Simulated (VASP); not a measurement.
# CaF2 (m.bgw) (Fm-3m) in VASP: single point with PBE

Aim: the single point of CaF2 (m.bgw) with PBE.

Everything below comes from runs of VASP 6.6.1. Logs are shortened: lines on timing, memory, paths and dates and some standing lists are left out, and cuts for length are marked.

**1. The cell of the first run**

It takes space group Fm-3m (No. 225, cubic). The conventional cell has a = 5.511 Å, b = 5.511 Å, c = 5.511 Å, α = 90.00°, β = 90.00°, γ = 90.00°. Ca (site symmetry m-3m) has 8 F at 2.39 Å within 3.2 Å. Within 3.2 Å of F (site symmetry -43m) lie 4 Ca at 2.39 Å and 6 F at 2.76 Å.

**2. Single point, PBE**

INCAR reads:

```
SYSTEM = CaF2
ALGO = Normal
EDIFF = 1E-6
ENCUT = 600
GGA = PE
GGA_COMPAT = .False.
ISIF = 2
ISMEAR = 0
LASPH = .True.
LCHARG = .True.
LELF = .True.
LREAL = .False.
LVHAR = .True.
LWAVE = .False.
NBANDS = 19
NELM = 120
PREC = Accurate
SIGMA = 0.01
```

KPOINTS reads:

```
k-points
0
Gamma
  4 4 4
  0 0 0
```

POSCAR reads:

```
CaF2
1.0
    0.0000000000      2.7555141460      2.7555141460
    2.7555141460      0.0000000000      2.7555141460
    2.7555141460      2.7555141460      0.0000000000
Ca F
1 2
Direct
    0.0000000000      0.0000000000      0.0000000000
    0.2500000000      0.2500000000      0.2500000000
    0.7500000000      0.7500000000      0.7500000000
```

Potentials or basis: VASP PAW PBE potentials, release 64 (Ca_sv, F).

Command:

```
> cat potpaw_PBE.64/Ca_sv/POTCAR potpaw_PBE.64/F/POTCAR > POTCAR
> mpirun -np 1 vasp_std > vasp.out
```

OUTCAR:

```text
SYSTEM = CaF2
   EDIFF = 1E-6
   ENCUT = 600
   GGA = PE
   ISIF = 2
   ISMEAR = 0
   LASPH = .True.
   LREAL = .False.
   NELM = 120
   PREC = Accurate

 ion  position               nearest neighbor table
   1  0.000  0.000  0.000-   2 2.39   3 2.39   3 2.39   3 2.39   3 2.39   2 2.39   2 2.39   2 2.39

   2  0.250  0.250  0.250-   1 2.39   1 2.39   1 2.39   1 2.39
   3  0.750  0.750  0.750-   1 2.39   1 2.39   1 2.39   1 2.39

  LATTYP: Found a face centered cubic cell.
 ALAT       =     5.5110282920

  Lattice vectors:

 A1 = (   0.0000000000,   2.7555141460,   2.7555141460)
 A2 = (   2.7555141460,   0.0000000000,   2.7555141460)
 A3 = (   2.7555141460,   2.7555141460,   0.0000000000)

Analysis of symmetry for initial positions (statically):
=====================================================================
 Subroutine PRICEL returns:
 Original cell was already a primitive cell.

 Routine SETGRP: Setting up the symmetry group for a
 face centered cubic supercell.

 Subroutine GETGRP returns: Found 48 space group operations
 (whereof 48 operations were pure point group operations)
 out of a pool of 48 trial point group operations.

The static configuration has the point symmetry O_h .

Analysis of symmetry for dynamics (positions and initial velocities):
=====================================================================
 Subroutine PRICEL returns:
 Original cell was already a primitive cell.

 Routine SETGRP: Setting up the symmetry group for a
 face centered cubic supercell.

 Subroutine GETGRP returns: Found 48 space group operations
 (whereof 48 operations were pure point group operations)
 out of a pool of 48 trial point group operations.

The dynamic configuration has the point symmetry O_h .

 Subroutine INISYM returns: Found 48 space group operations
 (whereof 48 operations are pure point group operations),
 and found     1 'primitive' translations

----------------------------------------------------------------------------------------

                                     Primitive cell

  volume of cell :      41.8445

  direct lattice vectors                    reciprocal lattice vectors
     0.000000000  2.755514146  2.755514146    -0.181454340  0.181454340  0.181454340
     2.755514146  0.000000000  2.755514146     0.181454340 -0.181454340  0.181454340
     2.755514146  2.755514146  0.000000000     0.181454340  0.181454340 -0.181454340

  length of vectors
     3.896885477  3.896885477  3.896885477     0.314288136  0.314288136  0.314288136

  position of ions in fractional coordinates (direct lattice)
     0.000000000  0.000000000  0.000000000
     0.250000000  0.250000000  0.250000000
     0.750000000  0.750000000  0.750000000

  ion indices of the primitive-cell ions
   primitive index   ion index
                 1           1
                 2           2
                 3           3

----------------------------------------------------------------------------------------

 KPOINTS: k-points

Automatic generation of k-mesh.
 Grid dimensions read from file:
 generate k-points for:    4    4    4

 Generating k-lattice:

  Cartesian coordinates                     Fractional coordinates (reciprocal lattice)
    -0.045363585  0.045363585  0.045363585     0.250000000  0.000000000  0.000000000
     0.045363585 -0.045363585  0.045363585     0.000000000  0.250000000  0.000000000
     0.045363585  0.045363585 -0.045363585     0.000000000  0.000000000  0.250000000

  Length of vectors
     0.078572034  0.078572034  0.078572034

  Shift w.r.t. Gamma in fractional coordinates (k-lattice)
     0.000000000  0.000000000  0.000000000

 Subroutine IBZKPT returns following result:
 ===========================================

 Found      8 irreducible k-points:

 Following reciprocal coordinates:
            Coordinates               Weight
  0.000000  0.000000  0.000000      1.000000
  0.250000  0.000000  0.000000      8.000000
  0.500000  0.000000  0.000000      4.000000
  0.250000  0.250000  0.000000      6.000000
  0.500000  0.250000  0.000000     24.000000
 -0.250000  0.250000  0.000000     12.000000
  0.500000  0.500000  0.000000      3.000000
 -0.250000  0.500000  0.250000      6.000000
   k-points           NKPTS =      8   k-points in BZ     NKDIM =      8   number of bands    NBANDS=     19
   number of dos      NEDOS =    301   number of ions     NIONS =      3
   total plane-waves  NPLWV =  32768
   dimension x,y,z NGX =    32 NGY =   32 NGZ =   32
   dimension x,y,z NGXF=    64 NGYF=   64 NGZF=   64
   ions per type =               1   2
   NGX,Y,Z   is equivalent  to a cutoff of  13.65, 13.65, 13.65 a.u.
   NGXF,Y,Z  is equivalent  to a cutoff of  27.30, 27.30, 27.30 a.u.
 SYSTEM =  CaF2
   PREC   = accura    normal or accurate (medium, high low for compatibility)
   ISTART =      0    job   : 0-new  1-cont  2-samecut
   ICHARG =      2    charge: 1-file 2-atom 10-const
   ISPIN  =      1    spin polarized calculation?
   LNONCOLLINEAR =      F non collinear calculations
   LSORBIT =      F    spin-orbit coupling
   LASPH  =      T    aspherical Exc in radial PAW
   ENCUT  =  600.0 eV  44.10 Ry    6.64 a.u.   7.78  7.78  7.78*2*pi/ulx,y,z
   NELM   =    120;   NELMIN=  2; NELMDL= -5     # of ELM steps
   EDIFF  = 0.1E-05   stopping-criterion for ELM
   LREAL  =      F    real-space projection
   EDIFFG = 0.1E-04   stopping-criterion for IOM
   NSW    =      0    number of steps for IOM
   IBRION =     -1    ionic relax: 0-MD 1-quasi-New 2-CG
   NFREE  =      0    steps in history (QN), initial steepest desc. (CG)
   ISIF   =      2    stress and relaxation
   ISYM   =      2    0-nonsym 1-usesym 2-fastsym
   POTIM  = 0.5000    time-step for ionic-motion
   TEBEG  =    0.0;   TEEND  =   0.0 temperature during run
   PSTRESS=    0.0 pullay stress
   NELECT =      24.0000    total number of electrons
   NUPDOWN=      -1.0000    fix difference up-down
   EMIN   =  10.00;   EMAX   =-10.00  energy-range for DOS
   EFERMI =   0.00;   METHOD = LEGACY
   ISMEAR =     0;   SIGMA  =   0.01  broadening in eV -4-tet -1-fermi 0-gaus
   EFERMI_NEDOS =   21; number of points for ismear=-14 and -15
   IALGO  =     38    algorithm
   IMIX   =      4    mixing-type and parameters
     AMIX     =   0.40;   BMIX     =  1.00
     AMIX_MAG =   1.60;   BMIX_MAG =  1.00
  volume/ion in A,a.u.               =      13.95        94.13
  Fermi-wavevector in a.u.,A,eV,Ry     =   1.360189  2.570385 25.172332  1.850114
  Thomas-Fermi vector in A             =   2.486873
   LORBIT       =      0    0 simple, 1 ext, 2 COOP (PROOUT), +10 PAW based schemes
   GGA     = PE    functional components
   LHFCALC =     F    Hartree Fock is set to
   AEXX    =    0.0000 exact exchange contribution
   IVDW    =     0    specifies the selected vdW correction
   LEPSILON=     F    determine dielectric tensor
   LRPA    =     F    only Hartree local field effects (RPA)
 non-spin polarized calculation
 Gauss-broadening in eV      SIGMA  =   0.01
  energy-cutoff  :      600.00
  volume of cell :       41.84
 maximum number of plane-waves:      1411
   NGX = 15   NGY = 15   NGZ = 15

 number of electron      24.0000003 magnetization

 Free energy of the ion-electron system (eV)
  ---------------------------------------------------
  ext. energy  EPLUGINS =         0.00000000
  ---------------------------------------------------
  free energy    TOTEN  =       -17.34445693 eV

  energy without entropy =      -17.34445693  energy(sigma->0) =      -17.34445693

 E-fermi :  -1.0349     XC(G=0):  -9.4990

 val. band max:       -1.1124203074   @ k =   0.5000   0.5000   0.0000
 cond. band min:       6.0104103954   @ k =   0.0000   0.0000   0.0000
 fundamental gap:      7.1228307028
 Fermi energy:        -1.0349357813

 k-point     1 :       0.0000    0.0000    0.0000
  band No.  band energies     occupation
      1     -37.2666      2.00000
      2     -20.9822      2.00000
      3     -20.2511      2.00000
      4     -18.2055      2.00000
      5     -18.2055      2.00000
      6     -18.2055      2.00000
[... 11 lines left out ...]
     18       9.9048      0.00000
     19      15.6135      0.00000

 k-point     2 :       0.2500    0.0000    0.0000
  band No.  band energies     occupation
      1     -37.2522      2.00000
      2     -21.0824      2.00000
      3     -20.4071      2.00000
      4     -18.2241      2.00000
      5     -18.2241      2.00000
      6     -17.9755      2.00000
[... 11 lines left out ...]
     18       9.7787      0.00000
     19      13.6054      0.00000

 k-point     3 :       0.5000    0.0000    0.0000
  band No.  band energies     occupation
      1     -37.2378      2.00000
      2     -21.0971      2.00000
      3     -20.6501      2.00000
      4     -18.2425      2.00000
      5     -18.2425      2.00000
      6     -17.7358      2.00000
[... 11 lines left out ...]
     18       9.6524      0.00000
     19      12.2933      0.00000

 k-point     4 :       0.2500    0.2500    0.0000
  band No.  band energies     occupation
      1     -37.2475      2.00000
      2     -21.1519      2.00000
      3     -20.3951      2.00000
      4     -18.2517      2.00000
      5     -18.2517      2.00000
      6     -17.8818      2.00000
[... 11 lines left out ...]
     18       9.7183      0.00000
     19      14.9899      0.00000

 k-point     5 :       0.5000    0.2500    0.0000
  band No.  band energies     occupation
      1     -37.2331      2.00000
      2     -21.1247      2.00000
      3     -20.7028      2.00000
      4     -18.2703      2.00000
      5     -18.1206      2.00000
      6     -17.7647      2.00000
[... 11 lines left out ...]
     18      11.0329      0.00000
     19      13.2517      0.00000

 k-point     6 :      -0.2500    0.2500    0.0000
  band No.  band energies     occupation
      1     -37.2379      2.00000
      2     -21.0627      2.00000
      3     -20.7046      2.00000
      4     -18.2428      2.00000
      5     -18.0431      2.00000
      6     -17.9140      2.00000
[... 11 lines left out ...]
     18      10.5261      0.00000
     19      13.6205      0.00000

 k-point     7 :       0.5000    0.5000    0.0000
  band No.  band energies     occupation
      1     -37.2284      2.00000
      2     -21.2944      2.00000
      3     -20.5332      2.00000
      4     -18.2978      2.00000
      5     -18.2978      2.00000
      6     -17.5749      2.00000
[... 11 lines left out ...]
     18      11.9087      0.00000
     19      13.4241      0.00000

 k-point     8 :      -0.2500    0.5000    0.2500
  band No.  band energies     occupation
      1     -37.2284      2.00000
      2     -20.9631      2.00000
      3     -20.9631      2.00000
      4     -18.2998      2.00000
      5     -17.8857      2.00000
      6     -17.8857      2.00000
[... 11 lines left out ...]
     18      13.1137      0.00000
     19      14.1692      0.00000

------------------------ aborting loop because EDIFF is reached ----------------------------------------

  FORCE on cell =-STRESS in cart. coord.  units (eV):
  Direction    XX          YY          ZZ          XY          YZ          ZX
  --------------------------------------------------------------------------------------
  -------------------------------------------------------------------------------------
  Total        0.0482529      0.0482529      0.0482529     -0.0000000      0.0000000      0.0000000
  in kB        1.8475484      1.8475484      1.8475484     -0.0000000      0.0000000      0.0000000
  external PRESSURE =       1.8475484 kB  Pullay stress =       0.0000000 kB

 VOLUME and BASIS-vectors are now :
 -----------------------------------------------------------------------------
  energy-cutoff  :      600.00
  volume of cell :       41.84
      direct lattice vectors                 reciprocal lattice vectors
     0.000000000  2.755514146  2.755514146    -0.181454340  0.181454340  0.181454340
     2.755514146  0.000000000  2.755514146     0.181454340 -0.181454340  0.181454340
     2.755514146  2.755514146  0.000000000     0.181454340  0.181454340 -0.181454340

 POSITION                                       TOTAL-FORCE (eV/Angst)
 -----------------------------------------------------------------------------------
      0.00000      0.00000      0.00000        -0.000000     -0.000000     -0.000000
      1.37776      1.37776      1.37776        -0.000000     -0.000000     -0.000000
      4.13327      4.13327      4.13327         0.000000      0.000000      0.000000
 -----------------------------------------------------------------------------------
    total drift:                                0.000000     -0.000000      0.000000

  FREE ENERGIE OF THE ION-ELECTRON SYSTEM (eV)
  ---------------------------------------------------
  free  energy   TOTEN  =       -17.3444569260 eV

  energy  without entropy=      -17.3444569260  energy(sigma->0) =      -17.34445693
```

It took 17 s on 1 thread of Intel Xeon 8259CL, shared host; peak memory 0.17 GiB.

What came out:

| Property | Result |
| --- | --- |
| Free energy | -17.3445 eV |
| Pressure | 0.2 GPa |
| Band gap on the k mesh | 7.12 eV, indirect (least direct gap 7.37 eV) |

Levels at points of the mesh, in eV from the valence-band top:
```
           k point  band 8  band 9  band 10  band 11  band 12  band 13  band 14  band 15  band 16  band 17
(0.00, 0.00, 0.00)   -2.03   -2.03    -0.25    -0.25    -0.25     7.12     9.06     9.06    11.02    11.02
(0.50, 0.00, 0.00)   -1.45   -1.26    -1.20    -0.82    -0.82     9.26     9.26     9.57    10.60    10.76
(0.50, 0.50, 0.00)   -1.61   -1.61    -0.35    -0.35     0.00     8.04     9.36     9.94    10.69    10.69
```

Caveat: the k points lie up to 0.49 Å⁻¹ apart.
